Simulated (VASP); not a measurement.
# Al (I4/mmm) in VASP: single point with PBE

Aim: the single point of Al with PBE.

Program: VASP 6.6.1. These are calculated values, not measurements. Logs are shortened: lines on timing, memory, paths and dates and some standing lists are left out, and cuts for length are marked.

**1. The cell of the first run**

Symmetry: I4/mmm, No. 139, tetragonal system. Conventional cell: a = 2.858 Å, b = 2.858 Å, c = 3.860 Å, α = 90.00°, β = 90.00°, γ = 90.00°. Within 3.7 Å of Al (site symmetry 4/mmm) lie 12 Al at 2.79 to 2.86 Å.

**2. Single point, PBE (strain along c alone, the other axes held: -4.5 %)**

INCAR

```
PREC = Accurate
ENCUT = 520
EDIFF = 1E-6
ISMEAR = 0
SIGMA = 0.1
LREAL = False
LASPH = True
NELM = 80
ALGO = Normal
ISIF = 2
LWAVE = False
LCHARG = False
GGA = PE
NBANDS = 10
```

KPOINTS

```
regular mesh
0
Gamma
  18 18 14
```

POSCAR

```
Al
1.0
    2.0208104607      2.0208104607      0.0000000000
   -2.0208104607      2.0208104607      0.0000000000
    0.0000000000      0.0000000000      3.8597479799
Al
2
Direct
    0.0000000000      0.0000000000      0.0000000000
    0.5000000000      0.5000000000      0.5000000000
```

Potentials or basis: VASP PAW PBE potentials, release 64 (Al).

Run with:

```console
cat potpaw_PBE.64/Al/POTCAR > POTCAR
mpirun -np 1 vasp_std > vasp.out
```

OUTCAR:

```text
PREC = Accurate
   ENCUT = 520
   EDIFF = 1E-6
   ISMEAR = 0
   LREAL = False
   LASPH = True
   NELM = 80
   ISIF = 2
   GGA = PE

 ion  position               nearest neighbor table
   1  0.000  0.000  0.000-   2 2.79   2 2.79   2 2.79   2 2.79   2 2.79   2 2.79   2 2.79   2 2.79

   2  0.500  0.500  0.500-   1 2.79   1 2.79   1 2.79   1 2.79   1 2.79   1 2.79   1 2.79   1 2.79

  LATTYP: Found a simple tetragonal cell.
 ALAT       =     2.8578575605
 C/A-ratio  =     1.3505739521

  Lattice vectors:

 A1 = (   2.0208104607,   2.0208104607,   0.0000000000)
 A2 = (  -2.0208104607,   2.0208104607,   0.0000000000)
 A3 = (   0.0000000000,   0.0000000000,   3.8597479799)

Analysis of symmetry for initial positions (statically):
=====================================================================
 Subroutine PRICEL returns following result:

  LATTYP: Found a body centered tetragonal cell.
 ALAT       =     2.8578575605
 C/A-ratio  =     1.3505739521

  Lattice vectors:

 A1 = (   0.0000000000,  -2.0208104607,  -1.9298739899)
 A2 = (   0.0000000000,   2.0208104607,  -1.9298739899)
 A3 = (   2.0208104607,   0.0000000000,   1.9298739899)

   2 primitive cells build up your supercell.

 Routine SETGRP: Setting up the symmetry group for a
 simple tetragonal supercell.

 Subroutine GETGRP returns: Found 16 space group operations
 (whereof 16 operations were pure point group operations)
 out of a pool of 16 trial point group operations.

The static configuration has the point symmetry D_4h.

Analysis of symmetry for dynamics (positions and initial velocities):
=====================================================================
 Subroutine PRICEL returns following result:

  LATTYP: Found a body centered tetragonal cell.
 ALAT       =     2.8578575605
 C/A-ratio  =     1.3505739521

  Lattice vectors:

 A1 = (   0.0000000000,  -2.0208104607,  -1.9298739899)
 A2 = (   0.0000000000,   2.0208104607,  -1.9298739899)
 A3 = (   2.0208104607,   0.0000000000,   1.9298739899)

   2 primitive cells build up your supercell.

 Routine SETGRP: Setting up the symmetry group for a
 simple tetragonal supercell.

 Subroutine GETGRP returns: Found 16 space group operations
 (whereof 16 operations were pure point group operations)
 out of a pool of 16 trial point group operations.

The dynamic configuration has the point symmetry D_4h.

 Subroutine INISYM returns: Found 16 space group operations
 (whereof 16 operations are pure point group operations),
 and found     2 'primitive' translations

----------------------------------------------------------------------------------------

                                     Primitive cell

  volume of cell :      15.7620

  direct lattice vectors                    reciprocal lattice vectors
     0.000000000 -2.020810461 -1.929873990     0.247425481 -0.247425481 -0.259084273
     0.000000000  2.020810461 -1.929873990     0.247425481  0.247425481 -0.259084273
     2.020810461  0.000000000  1.929873990     0.494850962  0.000000000  0.000000000

  length of vectors
     2.794295714  2.794295714  2.794295714     0.435388789  0.435388789  0.494850962

  position of ions in fractional coordinates (direct lattice)
     0.000000000  0.000000000  0.000000000

  ion indices of the primitive-cell ions
   primitive index   ion index
                 1           1

----------------------------------------------------------------------------------------

 KPOINTS: regular mesh

Automatic generation of k-mesh.
 Grid dimensions read from file:
 generate k-points for:   18   18   14

 Generating k-lattice:

  Cartesian coordinates                     Fractional coordinates (reciprocal lattice)
     0.013745860  0.013745860  0.000000000     0.055555556  0.000000000  0.000000000
    -0.013745860  0.013745860  0.000000000     0.000000000  0.055555556  0.000000000
     0.000000000  0.000000000  0.018506020     0.000000000  0.000000000  0.071428571

  Length of vectors
     0.019439582  0.019439582  0.018506020

  Shift w.r.t. Gamma in fractional coordinates (k-lattice)
     0.000000000  0.000000000  0.000000000

 Subroutine IBZKPT returns following result:
 ===========================================

 Found    440 irreducible k-points:

 Following reciprocal coordinates:
            Coordinates               Weight
  0.000000  0.000000  0.000000      1.000000
  0.055556  0.000000  0.000000      4.000000
  0.111111  0.000000  0.000000      4.000000
  0.166667  0.000000  0.000000      4.000000
  0.222222  0.000000  0.000000      4.000000
  0.277778  0.000000  0.000000      4.000000
[... 16 lines left out ...]
  0.277778  0.111111  0.000000      8.000000
  0.333333  0.111111  0.000000      8.000000
 [... further k-points ...]
   k-points           NKPTS =    440   k-points in BZ     NKDIM =    440   number of bands    NBANDS=     10
   number of dos      NEDOS =    301   number of ions     NIONS =      2
   total plane-waves  NPLWV =  17280
   dimension x,y,z NGX =    24 NGY =   24 NGZ =   30
   dimension x,y,z NGXF=    48 NGYF=   48 NGZF=   60
   ions per type =               2
   NGX,Y,Z   is equivalent  to a cutoff of  13.96, 13.96, 12.92 a.u.
   NGXF,Y,Z  is equivalent  to a cutoff of  27.92, 27.92, 25.84 a.u.
 SYSTEM =  unknown system
   PREC   = accura    normal or accurate (medium, high low for compatibility)
   ISTART =      0    job   : 0-new  1-cont  2-samecut
   ICHARG =      2    charge: 1-file 2-atom 10-const
   ISPIN  =      1    spin polarized calculation?
   LNONCOLLINEAR =      F non collinear calculations
   LSORBIT =      F    spin-orbit coupling
   LASPH  =      T    aspherical Exc in radial PAW
   ENCUT  =  520.0 eV  38.22 Ry    6.18 a.u.   5.31  5.31  7.18*2*pi/ulx,y,z
   NELM   =     80;   NELMIN=  2; NELMDL= -5     # of ELM steps
   EDIFF  = 0.1E-05   stopping-criterion for ELM
   LREAL  =      F    real-space projection
   EDIFFG = 0.1E-04   stopping-criterion for IOM
   NSW    =      0    number of steps for IOM
   IBRION =     -1    ionic relax: 0-MD 1-quasi-New 2-CG
   NFREE  =      0    steps in history (QN), initial steepest desc. (CG)
   ISIF   =      2    stress and relaxation
   ISYM   =      2    0-nonsym 1-usesym 2-fastsym
   POTIM  = 0.5000    time-step for ionic-motion
   TEBEG  =    0.0;   TEEND  =   0.0 temperature during run
   PSTRESS=    0.0 pullay stress
   NELECT =       6.0000    total number of electrons
   NUPDOWN=      -1.0000    fix difference up-down
   EMIN   =  10.00;   EMAX   =-10.00  energy-range for DOS
   EFERMI =   0.00;   METHOD = LEGACY
   ISMEAR =     0;   SIGMA  =   0.10  broadening in eV -4-tet -1-fermi 0-gaus
   EFERMI_NEDOS =   21; number of points for ismear=-14 and -15
   IALGO  =     38    algorithm
   IMIX   =      4    mixing-type and parameters
     AMIX     =   0.40;   BMIX     =  1.00
     AMIX_MAG =   1.60;   BMIX_MAG =  1.00
  volume/ion in A,a.u.               =      15.76       106.37
  Fermi-wavevector in a.u.,A,eV,Ry     =   0.941699  1.779552 12.065593  0.886796
  Thomas-Fermi vector in A             =   2.069235
   LORBIT       =      0    0 simple, 1 ext, 2 COOP (PROOUT), +10 PAW based schemes
   GGA     = PE    functional components
   LHFCALC =     F    Hartree Fock is set to
   AEXX    =    0.0000 exact exchange contribution
   IVDW    =     0    specifies the selected vdW correction
   LEPSILON=     F    determine dielectric tensor
   LRPA    =     F    only Hartree local field effects (RPA)
 non-spin polarized calculation
 Gauss-broadening in eV      SIGMA  =   0.10
  energy-cutoff  :      520.00
  volume of cell :       31.52
 maximum number of plane-waves:       865
 NGX is ok and might be reduce to    24
   NGX = 11   NGY = 11   NGZ = 15

 number of electron       6.0000000 magnetization

 Free energy of the ion-electron system (eV)
  ---------------------------------------------------
  ext. energy  EPLUGINS =         0.00000000
  ---------------------------------------------------
  free energy    TOTEN  =        -7.46745075 eV

  energy without entropy =       -7.46320480  energy(sigma->0) =       -7.46532777

 E-fermi :   8.4970     XC(G=0): -10.3632

 val. band max:        8.4777244995   @ k =   0.4444   0.4444   0.4286
 cond. band min:       8.4995747380   @ k =   0.2222   0.1111   0.2857
 fundamental gap:      0.0218502384
 Fermi energy:         8.4970040190

 k-point     1 :       0.0000    0.0000    0.0000
  band No.  band energies     occupation
      1      -2.9683      2.00000
      2       5.9367      2.00000
      3       7.5183      2.00000
      4      13.3961      0.00000
      5      13.7243      0.00000
      6      13.7243      0.00000
      7      17.4325      0.00000
      8      21.2225      0.00000
      9      21.2225      0.00000
     10      21.7257      0.00000

 k-point     2 :       0.0556    0.0000    0.0000
  band No.  band energies     occupation
      1      -2.9124      2.00000
      2       5.9873      2.00000
      3       7.5703      2.00000
      4      12.1354      0.00000
      5      13.7719      0.00000
      6      14.6371      0.00000
      7      17.9222      0.00000
      8      20.3461      0.00000
      9      21.0836      0.00000
     10      21.2771      0.00000

 k-point     3 :       0.1111    0.0000    0.0000
  band No.  band energies     occupation
      1      -2.7448      2.00000
      2       6.1393      2.00000
      3       7.7215      2.00000
      4      10.6239      0.00000
      5      13.9148      0.00000
      6      15.2706      0.00000
      7      18.8729      0.00000
      8      19.2281      0.00000
      9      19.9526      0.00000
     10      21.4408      0.00000
[... 248 lines left out ...]
 k-point    23 :       0.2778    0.1111    0.0000
  band No.  band energies     occupation
      1      -1.3556      2.00000
      2       6.3340      2.00000
      3       7.4077      2.00000
      4       9.1440      0.00000
      5      12.3066      0.00000
      6      14.7502      0.00000
      7      16.3458      0.00000
      8      19.4019      0.00000
      9      19.7012      0.00000
     10      20.1836      0.00000

 k-point    24 :       0.3333    0.1111    0.0000
  band No.  band energies     occupation
      1      -0.7489      2.00000
      2       5.0500      2.00000
      3       7.9669      2.00000
      4       9.7218      0.00000
      5      12.8479      0.00000
      6      13.4768      0.00000
      7      15.1973      0.00000
      8      18.1921      0.00000
      9      20.2977      0.00000
     10      20.7562      0.00000

 [... further k-points ...]
[... 5 lines left out ...]
  --------------------------------------------------------------------------------------
  -------------------------------------------------------------------------------------
  Total        0.6946605      0.6946605      1.0259288      0.0000000      0.0000000     -0.0000000
  in kB       35.3055579     35.3055579     52.1420037      0.0000000      0.0000000     -0.0000000
  external PRESSURE =      40.9177065 kB  Pullay stress =       0.0000000 kB

 VOLUME and BASIS-vectors are now :
 -----------------------------------------------------------------------------
  energy-cutoff  :      520.00
  volume of cell :       31.52
      direct lattice vectors                 reciprocal lattice vectors
     2.020810461  2.020810461  0.000000000     0.247425481  0.247425481  0.000000000
    -2.020810461  2.020810461  0.000000000    -0.247425481  0.247425481  0.000000000
     0.000000000  0.000000000  3.859747980     0.000000000  0.000000000  0.259084273

 POSITION                                       TOTAL-FORCE (eV/Angst)
 -----------------------------------------------------------------------------------
      0.00000      0.00000      0.00000         0.000000      0.000000      0.000000
      0.00000      2.02081      1.92987        -0.000000     -0.000000      0.000000
 -----------------------------------------------------------------------------------
    total drift:                               -0.000000      0.000000     -0.000000

  FREE ENERGIE OF THE ION-ELECTRON SYSTEM (eV)
  ---------------------------------------------------
  free  energy   TOTEN  =        -7.4674507482 eV

  energy  without entropy=       -7.4632048000  energy(sigma->0) =       -7.46532777
```

Wall time 65 s (1 thread of Intel Xeon 8259CL, shared host); peak memory 0.23 GiB.

Results:

- Free energy: -7.4675 eV
- Pressure: 4.1 GPa
- Band gap on the k mesh: zero (bands 3 and 4 overlap by 11.77 eV)

Caveat: the cell differs from its parent crystal (strain along c alone, the other axes held: -4.5 %); the cell stands under pressure.

The gap in the log of VASP goes by the Fermi energy; the results here count the filled bands.